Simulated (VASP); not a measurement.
Here is a VASP 6.6.1 calculation.

Contents of INCAR:

```
SYSTEM = AgB2
ALGO = Normal
EDIFF = 1E-8
ENCUT = 520
GGA = PS
ISIF = 2
ISMEAR = -1
LASPH = .TRUE.
LCHARG = .FALSE.
LEFG = .TRUE.
LREAL = .FALSE.
LWAVE = .FALSE.
NBANDS = 16
NELM = 80
PREC = Accurate
SIGMA = 0.05
```

Contents of KPOINTS:

```
k-points
0
G
  16 16 13
  0 0 0
```

The input POSCAR:

```
AgB2
1.0
    2.9798667946      0.0000000000      0.0000000000
   -1.4899333974      2.5806403441      0.0000000000
    0.0000000000      0.0000000000      3.2182543784
Ag B
1 2
Direct
    0.0000000000      0.0000000000      0.0000000000
    0.3333333333      0.6666666667      0.5000000000
    0.6666666667      0.3333333333      0.5000000000
```

Potentials or basis: VASP PAW PBE potentials, release 64 (Ag, B).

Launch:

```sh
$ cat potpaw_PBE.64/Ag/POTCAR potpaw_PBE.64/B/POTCAR > POTCAR
$ mpirun -np 1 vasp_std > vasp.out
```

Q: Estimate the band gap on the k mesh.

A: Zero (an odd number of electrons rules out a gap without spin polarisation).

Q: Estimate the pressure.

A: 54.6 GPa.

Electric field gradients, principal values (V/Å²):
```tsv
atom	least	middle	greatest (by size)
1 Ag	37.214	37.216	-74.430
2 B	-15.087	-15.087	30.174
3 B	-15.087	-15.087	30.174
```

Caveat: the stress differs along the axes, from 44 to 75 GPa; without QUAD_EFG the Cq values of the log hold for a quadrupole moment of 1 mb, not for the nuclei; the PAW data sets were made with another functional, which shifts forces and pressure a little.
